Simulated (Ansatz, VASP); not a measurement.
This is a calculation of Cu for VASP 6.6.1.

File INCAR:

```
SYSTEM = Cu
PREC = Accurate ; ENCUT = 520
EDIFF = 1E-6 ; ISMEAR = -1
SIGMA = 0.05 ; LREAL = .False.
LASPH = .True. ; NELM = 60
ALGO = Fast ; ISIF = 2
LWAVE = .False. ; LCHARG = .False.
GGA = PE ; NBANDS = 18
```

File KPOINTS:

```
Automatic mesh
0
Gamma
  11 11 11
  0 0 0
```

POSCAR

```
Cu
1.0
    1.2184636900     -3.9763780104      0.0000000000
    1.2184636900      3.9763780104      0.0000000000
    0.0000000000      0.0000000000      2.4754955235
Cu
2
Direct
    0.8711190000      0.1333070000      0.7399220000
    0.1350420000      0.8851840000      0.2469580000
```

Potentials or basis: VASP PAW PBE potentials, release 64 (Cu).

Launch:

```bash
$ cat potpaw_PBE.64/Cu/POTCAR > POTCAR
$ mpirun -np 1 vasp_std > vasp.out
```

Task: Set up the same calculation for Ansatz 0.2.0. Potentials there: all-electron LAPW, scalar-relativistic.

Result: As run (the cutoff follows the program's own potentials):

input.yaml

```yaml
crystal:
  lattice:
    - [1.21846369, -3.9763780104, 0.0]
    - [1.21846369, 3.9763780104, 0.0]
    - [0.0, 0.0, 2.4754955235]
  atoms:
    - { symbol: Cu, position: [0.871119, 0.133307, 0.739922] }
    - { symbol: Cu, position: [0.135042, 0.885184, 0.246958] }
kpoints:
  mp_grid: { grid: [11, 11, 11] }
scf:
  occupations: { method: fermi_dirac, width: 0.05 }
hamiltonian:
  xc: pbe
  pseudopotentials: { kind: all_electron, lapw: { basis_error: 0.001 } }
output:
  forces: true
  stress: true
  eigenvalues: true
  populations: true
```

Potentials or basis: all-electron LAPW, scalar-relativistic.

Launch:

```console
$ ansatz run input.yaml --threads 1 --pin off --max-ram 3072MiB --backend cpu --events-out ev --progress --plain --runs-dir out
```

Both were run:

|  | VASP | Ansatz | Ansatz less VASP |
| --- | --- | --- | --- |
| gap on the k mesh at the Fermi level (eV) | none | none | - |
| pressure (GPa) | 7.6 | 6.7 | -0.90 |
| traceless stress, the component that is largest in VASP (GPa) | -2.33 | -2.21 | +0.117 |
| rms of the force components (eV/Å) | 0.435 | 0.436 | +0.0008 |

Atom by atom the forces differ by 0.001 eV/Å (rms over components). A gap of «none» marks a metal or a gap that the smearing closes. Ansatz ran all-electron here, and VASP with PAW potentials.
